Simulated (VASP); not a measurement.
# Y (P6_3/mmc) in VASP: notebook, part 2 of 2

VASP 6.6.1.

## (3) Single point, RPBE (volume scaled by 0.92)

Contents of INCAR:

```
PREC = Accurate ; ENCUT = 520
EDIFF = 1E-6 ; ISMEAR = -1
SIGMA = 0.1 ; LREAL = F
LASPH = T ; NELM = 100
ALGO = Normal ; ISIF = 2
LWAVE = F ; LCHARG = T
GGA = RP ; LELF = T
LVHAR = T ; NBANDS = 30
```

Contents of KPOINTS:

```
Automatic mesh
0
Gamma
  11 11 3
```

Contents of POSCAR:

```
Y
1.0
    3.5569619961      0.0000000000      0.0000000000
   -1.7784809981      3.0804194489      0.0000000000
    0.0000000000      0.0000000000     11.4134620972
Y
4
Direct
    1.0000000000      0.0000000000      1.0000000000
    0.0000000000      0.0000000000      0.5000000000
    0.3333333333      0.6666666667      0.2500000000
    0.6666666667      0.3333333333      0.7500000000
```

Potentials or basis: VASP PAW PBE potentials, release 64 (Y_sv).

The run is started by

```bash
$ cat potpaw_PBE.64/Y_sv/POTCAR > POTCAR
$ mpirun -np 1 vasp_std > vasp.out
```

OUTCAR:

```text
PREC = Accurate
   ENCUT = 520
   EDIFF = 1E-6
   ISMEAR = -1
   LREAL = F
   LASPH = T
   NELM = 100
   ISIF = 2
   GGA = RP

 ion  position               nearest neighbor table
   1  0.000  0.000  0.000-   3 3.52   4 3.52   4 3.52   3 3.52   4 3.52   3 3.52
   2  0.000  0.000  0.500-   3 3.52   4 3.52   4 3.52   3 3.52   4 3.52   3 3.52
   3  0.333  0.667  0.250-   1 3.52   2 3.52   1 3.52   2 3.52   1 3.52   2 3.52
   4  0.667  0.333  0.750-   1 3.52   2 3.52   1 3.52   2 3.52   1 3.52   2 3.52

  LATTYP: Found a hexagonal cell.
 ALAT       =     3.5569619961
 C/A-ratio  =     3.2087669505

  Lattice vectors:

 A1 = (   3.5569619961,   0.0000000000,   0.0000000000)
 A2 = (  -1.7784809981,   3.0804194489,   0.0000000000)
 A3 = (   0.0000000000,   0.0000000000,  11.4134620972)

Analysis of symmetry for initial positions (statically):
=====================================================================
 Subroutine PRICEL returns:
 Original cell was already a primitive cell.

 Routine SETGRP: Setting up the symmetry group for a
 hexagonal supercell.

 Subroutine GETGRP returns: Found 24 space group operations
[... 166 lines left out ...]
  ---------------------------------------------------
  free energy    TOTEN  =       -24.40659507 eV

  energy without entropy =      -24.20297220  energy(sigma->0) =      -24.30478363

 E-fermi :   3.3742     XC(G=0):  -9.5260

 val. band max:        3.3608479484   @ k =   0.2727   0.0909   0.0000
 cond. band min:       3.4145624745   @ k =   0.1818   0.1818   0.3333
 fundamental gap:      0.0537145261
 Fermi energy:         3.3741962594

 k-point     1 :       0.0000    0.0000    0.0000
  band No.  band energies     occupation
      1     -39.2387      2.00000
      2     -39.2013      2.00000
      3     -39.1934      2.00000
      4     -39.1556      2.00000
      5     -19.5631      2.00000
      6     -19.2504      2.00000
[... 781 lines left out ...]
     29       5.6295      0.00000
     30       5.8478      0.00000

 [... further k-points ...]
[... 5 lines left out ...]
  --------------------------------------------------------------------------------------
  -------------------------------------------------------------------------------------
  Total        2.5155092      2.5155092      2.5872735     -0.0000000     -0.0000000     -0.0000000
  in kB       32.2277521     32.2277521     33.1471685     -0.0000000     -0.0000000     -0.0000000
  external PRESSURE =      32.5342243 kB  Pullay stress =       0.0000000 kB

 VOLUME and BASIS-vectors are now :
 -----------------------------------------------------------------------------
  energy-cutoff  :      520.00
  volume of cell :      125.06
      direct lattice vectors                 reciprocal lattice vectors
     3.556961996  0.000000000  0.000000000     0.281138792  0.162315557  0.000000000
    -1.778480998  3.080419449  0.000000000     0.000000000  0.324631115  0.000000000
     0.000000000  0.000000000 11.413462097     0.000000000  0.000000000  0.087615834

 POSITION                                       TOTAL-FORCE (eV/Angst)
 -----------------------------------------------------------------------------------
      0.00000      0.00000      0.00000         0.000000      0.000000      0.000000
      0.00000      0.00000      5.70673         0.000000      0.000000      0.000000
     -0.00000      2.05361      2.85337         0.000000     -0.000000      0.000000
      1.77848      1.02681      8.56010        -0.000000      0.000000     -0.000000
 -----------------------------------------------------------------------------------
    total drift:                                0.000000     -0.000000      0.000000

  FREE ENERGIE OF THE ION-ELECTRON SYSTEM (eV)
  ---------------------------------------------------
  free  energy   TOTEN  =       -24.4065950676 eV

  energy  without entropy=      -24.2029721960  energy(sigma->0) =      -24.30478363
```

OSZICAR:

```text
N       E                     dE             d eps       ncg     rms          rms(c)
DAV:   1     0.225572311875E+03    0.22557E+03   -0.22293E+04  1920   0.142E+03
DAV:   2    -0.252893330859E+01   -0.22810E+03   -0.22139E+03  2192   0.333E+02
DAV:   3    -0.237162668081E+02   -0.21187E+02   -0.20425E+02  3224   0.553E+01
DAV:   4    -0.249838988312E+02   -0.12676E+01   -0.12611E+01  2756   0.139E+01
DAV:   5    -0.250201854141E+02   -0.36287E-01   -0.36269E-01  2736   0.222E+00    0.459E+01
DAV:   6    -0.244781999022E+02    0.54199E+00   -0.79813E-01  2082   0.473E+00    0.284E+01
DAV:   7    -0.244251482867E+02    0.53052E-01   -0.15877E+00  2224   0.619E+00    0.252E+00
DAV:   8    -0.244083122829E+02    0.16836E-01   -0.33087E-01  2372   0.255E+00    0.140E+00
DAV:   9    -0.244067495782E+02    0.15627E-02   -0.71326E-03  2746   0.466E-01    0.445E-01
DAV:  10    -0.244066018314E+02    0.14775E-03   -0.31241E-03  2416   0.382E-01    0.612E-01
DAV:  11    -0.244066066327E+02   -0.48012E-05   -0.62198E-04  2374   0.158E-01    0.130E-01
DAV:  12    -0.244065965164E+02    0.10116E-04   -0.10419E-04  2488   0.674E-02    0.727E-02
DAV:  13    -0.244065935658E+02    0.29506E-05   -0.64225E-06  2310   0.134E-02    0.583E-02
DAV:  14    -0.244065948561E+02   -0.12903E-05   -0.83593E-06  1996   0.224E-02    0.498E-03
DAV:  15    -0.244065950676E+02   -0.21149E-06   -0.10412E-06  1276   0.540E-03
   1 F= -.24406595E+02 E0= -.24304784E+02  d E =-.203623E+00
```

Wall time 3.1 min (1 thread of Oxide Virtual Turin-like, shared host); peak memory 0.26 GiB.

Results:

```
Free energy            : -24.4066 eV
Pressure               : 3.3 GPa
Band gap on the k mesh : zero (band 22 reaches 4.21 eV, above the bottom of band 23 at 3.05 eV)
```

Caveat: the cell differs from its parent crystal (volume scaled by 0.92); the PAW data sets were made with another functional, which shifts forces and pressure a little.

## (4) Single point, RPBE (volume scaled by 0.96)

Contents of INCAR:

```
SYSTEM = Y
PREC     = Accurate       ! precision mode
ENCUT    = 520            ! plane-wave cutoff, eV
EDIFF    = 1E-6           ! SCF threshold, eV
ISMEAR   = -1             ! smearing method
SIGMA    = 0.1            ! smearing width, eV
LREAL    = .False.        ! projectors in reciprocal space
LASPH    = .True.         ! aspherical terms in the spheres
NELM     = 80             ! most SCF steps
ALGO     = Normal         ! electronic algorithm
ISIF     = 2              ! what is computed and relaxed
LWAVE    = .False.        ! write WAVECAR
LCHARG   = .False.        ! write CHGCAR
GGA      = RP             ! functional
NBANDS   = 30             ! bands
```

Contents of KPOINTS:

```
Automatic mesh
0
Gamma
  11 11 3
  0 0 0
```

Contents of POSCAR:

```
Y
1.0
    3.6077826050      0.0000000000      0.0000000000
   -1.8038913025      3.1244313873      0.0000000000
    0.0000000000      0.0000000000     11.5765335876
Y
4
Direct
    1.0000000000      0.0000000000      1.0000000000
    0.0000000000      0.0000000000      0.5000000000
    0.3333333333      0.6666666667      0.2500000000
    0.6666666667      0.3333333333      0.7500000000
```

The run is started by

```bash
$ cat potpaw_PBE.64/Y_sv/POTCAR > POTCAR
$ mpirun -np 1 vasp_std > vasp.out
```

Wall time 2.5 min (1 thread of Oxide Virtual Turin-like, shared host); peak memory 0.26 GiB.

It converged, with:

| Quantity | Value |
| --- | --- |
| Free energy | -24.4857 eV |
| Pressure | 1.4 GPa |
| Band gap on the k mesh | zero (band 22 reaches 3.96 eV, above the bottom of band 23 at 2.85 eV) |

Levels at points of the mesh, in eV from the Fermi level:
```
           k point  band 20  band 21  band 22  band 23  band 24  band 25
(0.00, 0.00, 0.00)    -1.91     0.71     0.80     0.86     1.63     1.63
```

Caveat: the cell differs from its parent crystal (volume scaled by 0.96); the PAW data sets were made with another functional, which shifts forces and pressure a little.

## (5) Single point, RPBE

This run uses another cell than the first one, of 33.98 Å³/atom, 1.136 times its volume.

Contents of INCAR:

```
PREC     = Accurate       # precision mode
ENCUT    = 520            # plane-wave cutoff, eV
EDIFF    = 1E-7           # SCF threshold, eV
ISMEAR   = -1             # smearing method
SIGMA    = 0.1            # smearing width, eV
LREAL    = False          # projectors in reciprocal space
LASPH    = True           # aspherical terms in the spheres
NELM     = 100            # most SCF steps
ALGO     = Normal         # electronic algorithm
ISIF     = 2              # what is computed and relaxed
LWAVE    = False          # write WAVECAR
LCHARG   = False          # write CHGCAR
GGA      = RP             # functional
NBANDS   = 30             # bands
```

Contents of KPOINTS:

```
regular mesh
0
Gamma
  11 11 3
```

Contents of POSCAR:

```
Y
1.0
    3.6572104267      0.0000000000      0.0000000000
   -1.8286052133      3.1672371365      0.0000000000
    0.0000000000      0.0000000000     11.7351359480
Y
4
Direct
    1.0000000000      0.0000000000      1.0000000000
    0.0000000000      0.0000000000      0.5000000000
    0.3333333333      0.6666666667      0.2500000000
    0.6666666667      0.3333333333      0.7500000000
```

The run is started by

```bash
$ cat potpaw_PBE.64/Y_sv/POTCAR > POTCAR
$ mpirun -np 1 vasp_std > vasp.out
```

It took 4.1 min on 1 thread of Oxide Virtual Turin-like, shared host; peak memory 0.26 GiB.

Results (log left out):

| Quantity | Value |
| --- | --- |
| Free energy | -24.5079 eV |
| Pressure | -0.1 GPa |
| Band gap on the k mesh | zero (band 22 reaches 3.75 eV, above the bottom of band 23 at 2.67 eV) |

Levels at points of the mesh, in eV from the Fermi level:
| k point | band 20 | band 21 | band 22 | band 23 | band 24 | band 25 |
| --- | --- | --- | --- | --- | --- | --- |
| (0.00, 0.00, 0.00) | -1.85 | 0.60 | 0.79 | 0.84 | 1.60 | 1.60 |

Caveat: the PAW data sets were made with another functional, which shifts forces and pressure a little.

## (6) Single point, RPBE (volume scaled by 1.04)

Contents of INCAR:

```
SYSTEM = Y
PREC = Accurate
ENCUT = 520
EDIFF = 1E-7
ISMEAR = -1
SIGMA = 0.1
LREAL = .False.
LASPH = .True.
NELM = 100
ALGO = Normal
ISIF = 2
LWAVE = .False.
LCHARG = .False.
GGA = RP
NBANDS = 30
```

Contents of KPOINTS:

```
Automatic mesh
0
Gamma
  11 11 3
  0 0 0
```

Contents of POSCAR:

```
Y
1.0
    3.7053371355      0.0000000000      0.0000000000
   -1.8526685678      3.2089160889      0.0000000000
    0.0000000000      0.0000000000     11.8895633409
Y
4
Direct
    1.0000000000      0.0000000000      1.0000000000
    0.0000000000      0.0000000000      0.5000000000
    0.3333333333      0.6666666667      0.2500000000
    0.6666666667      0.3333333333      0.7500000000
```

Potentials or basis: VASP PAW PBE potentials, release 64 (Y_sv).

The run is started by

```bash
$ cat potpaw_PBE.64/Y_sv/POTCAR > POTCAR
$ mpirun -np 1 vasp_std > vasp.out
```

It took 4 min on 1 thread of Oxide Virtual Turin-like, shared host; peak memory 0.27 GiB.

The run converged. Its results:

```yaml
Free_energy: -24.4818 eV
Pressure: -1.4 GPa
Band_gap_on_the_k_mesh: zero (band 22 reaches 3.55 eV, above the bottom of band 23 at 2.49 eV)
```

Levels at points of the mesh, in eV from the Fermi level:
```tsv
k point	band 18	band 19	band 20	band 21	band 22	band 23	band 24	band 25	band 26	band 27
(0.00, 0.00, 0.00)	-3.28	-3.28	-1.80	0.50	0.78	0.83	1.57	1.57	1.62	1.62
```

Caveat: the cell differs from its parent crystal (volume scaled by 1.04); the PAW data sets were made with another functional, which shifts forces and pressure a little.

## (7) Summary

| cell | gap on the mesh (eV) | pressure (GPa) |
| --- | --- | --- |
| a = 3.505, b = 3.505, c = 11.246 Å, angles 90.0, 90.0, 120.0°, 4 atoms | none | 5.4 |
| a = 3.557, b = 3.557, c = 11.413 Å, angles 90.0, 90.0, 120.0°, 4 atoms | none | 3.3 |
| a = 3.608, b = 3.608, c = 11.577 Å, angles 90.0, 90.0, 120.0°, 4 atoms | none | 1.4 |
| a = 3.657, b = 3.657, c = 11.735 Å, angles 90.0, 90.0, 120.0°, 4 atoms | none | -0.1 |
| a = 3.705, b = 3.705, c = 11.890 Å, angles 90.0, 90.0, 120.0°, 4 atoms | none | -1.4 |

Alike in all rows: task single point; level RPBE; potentials or basis VASP PAW PBE potentials, release 64 (Y_sv); no spin polarisation; k mesh 11 × 11 × 3; cutoff (eV) 520; smearing fermi-dirac 0.1 eV.

Caveats: the PAW data sets were made with another functional, which shifts forces and pressure a little.

Total energies depend on the potentials used, so only differences within one code and one set of settings carry meaning.
